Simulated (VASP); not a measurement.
# Ag (a cell with a defect) in VASP: single point with PBEsol

Aim: the single point of Ag (a cell with a defect) with PBEsol.

All numbers are computed with VASP 6.6.1; they aren't measurements. Logs are shortened: lines on timing, memory, paths and dates and some standing lists are left out, and cuts for length are marked.

### Step 1. The cell of the first run

The cell holds a defect, 7 atoms: a = 5.778 Å, b = 5.778 Å, c = 5.778 Å, α = 60.00°, β = 60.00°, γ = 60.00°.

### Step 2. Single point, PBEsol

INCAR

```
SYSTEM = Ag
  PREC = Accurate
  ENCUT = 400
  EDIFF = 1E-6
  ISMEAR = -1
  SIGMA = 0.1
  LREAL = .FALSE.
  LASPH = .TRUE.
  NELM = 120
  ALGO = Normal
  ISIF = 2
  LWAVE = .FALSE.
  LCHARG = .TRUE.
  GGA = PS
  LELF = .TRUE.
  LVHAR = .TRUE.
  NBANDS = 48
  GGA_COMPAT = .FALSE.
```

KPOINTS

```
regular mesh
0
G
  2 2 2
  0 0 0
```

POSCAR

```
Ag
1.0
    0.0000000000      4.0855000000      4.0855000000
    4.0855000000      0.0000000000      4.0855000000
    4.0855000000      4.0855000000      0.0000000000
Ag
7
Direct
    0.0000000000      0.0000000000      0.5000000000
    0.0000000000      0.5000000000      0.0000000000
    0.0000000000      0.5000000000      0.5000000000
    0.5000000000      0.0000000000      0.0000000000
    0.5000000000      0.0000000000      0.5000000000
    0.5000000000      0.5000000000      0.0000000000
    0.5000000000      0.5000000000      0.5000000000
```

Potentials or basis: VASP PAW PBE potentials, release 64 (Ag).

Started as:

```sh
$ cat potpaw_PBE.64/Ag/POTCAR > POTCAR
$ mpirun -np 1 vasp_std > vasp.out
```

OUTCAR:

```text
SYSTEM = Ag
   PREC = Accurate
   ENCUT = 400
   EDIFF = 1E-6
   ISMEAR = -1
   LREAL = .FALSE.
   LASPH = .TRUE.
   NELM = 120
   ISIF = 2
   GGA = PS

 ion  position               nearest neighbor table
   1  0.000  0.000  0.500-   3 2.89   5 2.89   2 2.89   4 2.89   2 2.89   3 2.89   7 2.89   4 2.89
                             5 2.89   7 2.89
   2  0.000  0.500  0.000-   3 2.89   6 2.89   1 2.89   3 2.89   7 2.89   1 2.89   4 2.89   4 2.89
                             6 2.89   7 2.89
   3  0.000  0.500  0.500-   1 2.89   2 2.89   7 2.89   2 2.89   6 2.89   1 2.89   5 2.89   5 2.89
                             6 2.89   7 2.89
   4  0.500  0.000  0.000-   5 2.89   6 2.89   1 2.89   5 2.89   7 2.89   2 2.89   6 2.89   7 2.89
                             1 2.89   2 2.89
   5  0.500  0.000  0.500-   1 2.89   4 2.89   7 2.89   4 2.89   6 2.89   3 2.89   6 2.89   7 2.89
                             1 2.89   3 2.89
   6  0.500  0.500  0.000-   2 2.89   4 2.89   7 2.89   3 2.89   5 2.89   7 2.89   4 2.89   5 2.89
                             2 2.89   3 2.89
   7  0.500  0.500  0.500-   3 2.89   5 2.89   6 2.89   2 2.89   4 2.89   6 2.89   1 2.89   4 2.89
                             5 2.89   1 2.89   2 2.89   3 2.89

  LATTYP: Found a face centered cubic cell.
 ALAT       =     8.1710000000

  Lattice vectors:

 A1 = (   0.0000000000,   4.0855000000,   4.0855000000)
 A2 = (   4.0855000000,   0.0000000000,   4.0855000000)
 A3 = (   4.0855000000,   4.0855000000,   0.0000000000)

Analysis of symmetry for initial positions (statically):
=====================================================================
 Subroutine PRICEL returns:
 Original cell was already a primitive cell.

 Routine SETGRP: Setting up the symmetry group for a
 face centered cubic supercell.

 Subroutine GETGRP returns: Found 48 space group operations
 (whereof 48 operations were pure point group operations)
 out of a pool of 48 trial point group operations.

The static configuration has the point symmetry O_h .

Analysis of symmetry for dynamics (positions and initial velocities):
=====================================================================
 Subroutine PRICEL returns:
 Original cell was already a primitive cell.

 Routine SETGRP: Setting up the symmetry group for a
 face centered cubic supercell.

 Subroutine GETGRP returns: Found 48 space group operations
 (whereof 48 operations were pure point group operations)
 out of a pool of 48 trial point group operations.

The dynamic configuration has the point symmetry O_h .

[... 89 lines left out ...]
   NSW    =      0    number of steps for IOM
   IBRION =     -1    ionic relax: 0-MD 1-quasi-New 2-CG
   NFREE  =      0    steps in history (QN), initial steepest desc. (CG)
   ISIF   =      2    stress and relaxation
   ISYM   =      2    0-nonsym 1-usesym 2-fastsym
   POTIM  = 0.5000    time-step for ionic-motion
   TEBEG  =    0.0;   TEEND  =   0.0 temperature during run
   PSTRESS=    0.0 pullay stress
   NELECT =      77.0000    total number of electrons
   NUPDOWN=      -1.0000    fix difference up-down
   EMIN   =  10.00;   EMAX   =-10.00  energy-range for DOS
   EFERMI =   0.00;   METHOD = LEGACY
   ISMEAR =    -1;   SIGMA  =   0.10  broadening in eV -4-tet -1-fermi 0-gaus
   EFERMI_NEDOS =   21; number of points for ismear=-14 and -15
   IALGO  =     38    algorithm
   IMIX   =      4    mixing-type and parameters
     AMIX     =   0.40;   BMIX     =  1.00
     AMIX_MAG =   1.60;   BMIX_MAG =  1.00
  volume/ion in A,a.u.               =      19.48       131.48
  Fermi-wavevector in a.u.,A,eV,Ry     =   1.353058  2.556910 24.909096  1.830767
  Thomas-Fermi vector in A             =   2.480345
   LORBIT       =      0    0 simple, 1 ext, 2 COOP (PROOUT), +10 PAW based schemes
   GGA     = PS    functional components
   LHFCALC =     F    Hartree Fock is set to
   AEXX    =    0.0000 exact exchange contribution
   IVDW    =     0    specifies the selected vdW correction
   LEPSILON=     F    determine dielectric tensor
   LRPA    =     F    only Hartree local field effects (RPA)
 non-spin polarized calculation
  energy-cutoff  :      400.00
  volume of cell :      136.38
 maximum number of plane-waves:      2488
 NGX is ok and might be reduce to    40
   NGX = 19   NGY = 19   NGZ = 19

 number of electron      77.0000034 magnetization

 Free energy of the ion-electron system (eV)
  ---------------------------------------------------
  ext. energy  EPLUGINS =         0.00000000
  ---------------------------------------------------
  free energy    TOTEN  =       -20.91006782 eV

  energy without entropy =      -20.79354786  energy(sigma->0) =      -20.85180784

 E-fermi :   6.8906     XC(G=0): -11.5104

 val. band max:        6.8282714904   @ k =   0.0000   0.0000   0.0000
 cond. band min:       6.9392237796   @ k =   0.5000   0.5000   0.0000
 fundamental gap:      0.1109522892
 Fermi energy:         6.8906179736

 k-point     1 :       0.0000    0.0000    0.0000
  band No.  band energies     occupation
      1      -0.7194      2.00000
      2       0.2837      2.00000
      3       0.3098      2.00000
      4       0.3098      2.00000
      5       0.3098      2.00000
      6       0.6522      2.00000
[... 142 lines left out ...]
     47      14.1576      0.00000
     48      14.6647      0.00000

------------------------ aborting loop because EDIFF is reached ----------------------------------------

  FORCE on cell =-STRESS in cart. coord.  units (eV):
  Direction    XX          YY          ZZ          XY          YZ          ZX
  --------------------------------------------------------------------------------------
  -------------------------------------------------------------------------------------
  Total       -4.1570647     -4.1570647     -4.1570647      0.0000000     -0.0000000      0.0000000
  in kB      -48.8350602    -48.8350602    -48.8350602      0.0000000     -0.0000000      0.0000000
  external PRESSURE =     -48.8350602 kB  Pullay stress =       0.0000000 kB

 VOLUME and BASIS-vectors are now :
 -----------------------------------------------------------------------------
  energy-cutoff  :      400.00
  volume of cell :      136.38
      direct lattice vectors                 reciprocal lattice vectors
     0.000000000  4.085500000  4.085500000    -0.122384041  0.122384041  0.122384041
     4.085500000  0.000000000  4.085500000     0.122384041 -0.122384041  0.122384041
     4.085500000  4.085500000  0.000000000     0.122384041  0.122384041 -0.122384041

 POSITION                                       TOTAL-FORCE (eV/Angst)
 -----------------------------------------------------------------------------------
      2.04275      2.04275      0.00000        -0.000000      0.000000      0.000000
      2.04275      0.00000      2.04275        -0.000000      0.000000     -0.000000
      4.08550      2.04275      2.04275         0.000000     -0.000000     -0.000000
      0.00000      2.04275      2.04275        -0.000000     -0.000000     -0.000000
      2.04275      4.08550      2.04275        -0.000000     -0.000000     -0.000000
      2.04275      2.04275      4.08550         0.000000     -0.000000      0.000000
      4.08550      4.08550      4.08550        -0.000000     -0.000000     -0.000000
 -----------------------------------------------------------------------------------
    total drift:                                0.000000     -0.000000      0.000000

  FREE ENERGIE OF THE ION-ELECTRON SYSTEM (eV)
  ---------------------------------------------------
  free  energy   TOTEN  =       -20.9100678232 eV

  energy  without entropy=      -20.7935478645  energy(sigma->0) =      -20.85180784
```

OSZICAR:

```text
N       E                     dE             d eps       ncg     rms          rms(c)
DAV:   1     0.445763447314E+03    0.44576E+03   -0.33501E+04   288   0.127E+03
DAV:   2    -0.118619759377E+02   -0.45763E+03   -0.43502E+03   304   0.313E+02
DAV:   3    -0.230955169060E+02   -0.11234E+02   -0.11116E+02   320   0.530E+01
DAV:   4    -0.231612301156E+02   -0.65713E-01   -0.65702E-01   304   0.397E+00
DAV:   5    -0.231620589447E+02   -0.82883E-03   -0.82835E-03   336   0.464E-01    0.132E+01
DAV:   6    -0.209827819007E+02    0.21793E+01   -0.81281E+00   304   0.177E+01    0.824E+00
DAV:   7    -0.209348801687E+02    0.47902E-01   -0.83152E-02   288   0.131E+00    0.474E+00
DAV:   8    -0.209101277480E+02    0.24752E-01   -0.89515E-03   296   0.622E-01    0.128E-01
DAV:   9    -0.209100361911E+02    0.91557E-04   -0.63481E-04   320   0.244E-01    0.490E-02
DAV:  10    -0.209100600155E+02   -0.23824E-04   -0.86265E-05   320   0.454E-02    0.224E-02
DAV:  11    -0.209100681158E+02   -0.81003E-05   -0.17897E-05   304   0.329E-02    0.853E-03
DAV:  12    -0.209100678232E+02    0.29257E-06   -0.24590E-06   280   0.156E-02
   1 F= -.20910068E+02 E0= -.20851808E+02  d E =-.116520E+00
```

Run time: 42 s. Hardware: 1 thread of Intel Xeon 8259CL, shared host; peak memory 0.22 GiB.

What came out:

* Free energy: -20.9101 eV
* Pressure: -4.9 GPa

Caveat: the k points lie up to 0.67 Å⁻¹ apart; the PAW data sets were made with another functional, which shifts forces and pressure a little.
